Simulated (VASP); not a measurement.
## MgO (MgO (100), 1 layers): single point with PBE

Slab: MgO (MgO (100), 1 layers), a slab with vacuum.

```
Mg O
1.0
     3.00795    0.00000    0.00000
     0.00000    3.00795    0.00000
     0.00000    0.00000   16.00000
Mg O
1 1
Direct
  0.25000 0.25000 0.50000
  0.75000 0.75000 0.50000
```

| Quantity | Value |
| --- | --- |
| Program | VASP 6.6.1 |
| Task | single point |
| Functional | PBE |
| Potentials or basis | VASP PAW PBE potentials, release 64 (Mg, O) |
| Cutoff | 520 eV |
| k mesh | 10 × 10 × 1 |
| Occupations | fermi-dirac, width 0.02 eV |
| Spin | no spin polarisation |

```json
{"Band gap on the k mesh": "2.52 eV, indirect (least direct gap 2.90 eV)"}
```

Levels at points of the mesh, in eV from the valence-band top:
```
           k point  band 2  band 3  band 4  band 5  band 6  band 7
(0.00, 0.00, 0.00)   -1.55   -0.38   -0.38    2.52    4.37    4.96
(0.50, 0.00, 0.00)   -3.36   -0.63   -0.29    6.06    6.92    7.18
(0.50, 0.50, 0.00)   -2.48   -2.48    0.00    7.20    9.87   10.04
```

Wall time 32 s on 1 thread of Intel(R) Xeon(R) Platinum 8259CL CPU @ 2.50GHz (Skylake/Cascade Lake) (shared host), peak memory 0.24 GiB.
